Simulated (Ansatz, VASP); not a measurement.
## One calculation of ZrB4C2, two programs

```
Zr B C
1.0
    -2.65150    2.65150    2.21397
     2.65150   -2.65150    2.21397
     2.65150    2.65150   -2.21397
Zr B C
1 4 2
Cartesian
  0.0000 0.0000 0.0000
  1.7732 1.7732 0.0000
  -0.8782 0.8782 2.2140
  0.8782 -0.8782 2.2140
  0.8782 0.8782 2.2140
  2.6515 0.0000 1.1070
  0.0000 2.6515 1.1070
```

Change from the starting cell: species swapped into the YbAl4Mo2 type (I4/mmm, No. 139).

Alike in both runs: functional PBE; k mesh 12 × 12 × 12; occupations gaussian, width 0.1 eV; no spin polarisation.

Ansatz relaxed the structure, and its values are those at the end. VASP's run is a single point on that final structure, the one shown.

|  | VASP | Ansatz |
| --- | --- | --- |
| version | VASP 6.6.1 | Ansatz 0.2.0 |
| potentials or method | VASP PAW PBE potentials, release 64 (Zr_sv, B, C), cutoff 520 eV | scalar-relativistic, plane waves, PAW |
| valence electrons in the cell | 32 | 32 |

```csv
,VASP,Ansatz,Ansatz less VASP
gap on the k mesh at the Fermi level (eV),none,none,-
pressure (GPa),0.1,0.0,-0.09
rms of the force components (eV/Å),0.004,0.000,-0.0037
```

A gap of «none» marks a metal or a gap that the smearing closes. With one functional, cell and mesh, what is left measures potentials, basis and numerics.
